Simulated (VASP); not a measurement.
Runs of VASP 6.6.1 on KI. The structure is that of space group Fm-3m (No. 225), or close to it. The cells are those of the table. 

| cell | gap on the mesh (eV) | pressure (GPa) |
| --- | --- | --- |
| a = 4.686, b = 4.686, c = 4.586 Å, angles 60.7, 60.7, 58.6°, 2 atoms | 4.86 | (a) |
| a = 4.586 Å, angles 60.0°, 2 atoms | 4.78 | (b) |
| a = 4.886, b = 4.886, c = 4.785 Å, angles 60.7, 60.7, 58.6°, 2 atoms | 4.83 | (c) |
| a = 5.184 Å, angles 60.0°, 2 atoms | 4.34 | -1.0 |
| a = 4.785 Å, angles 60.0°, 2 atoms | 4.98 | 2.5 |

Alike in all rows: task single point; level r2SCAN; potentials or basis VASP PAW PBE potentials, release 64 (K_sv, I); no spin polarisation; k mesh 6 × 6 × 6; cutoff (eV) 520; smearing gaussian 0.05 eV.

Question: Fill in the values left out.

Answer: (a) 5.1; (b) 6.5; (c) 1.7.

Caveats: the PAW data sets were made with another functional, which shifts forces and pressure a little; spin-orbit coupling is left out, which moves the levels of the heavy elements.

A k mesh can miss the band edges, and the runs leave out spin-orbit coupling on I.
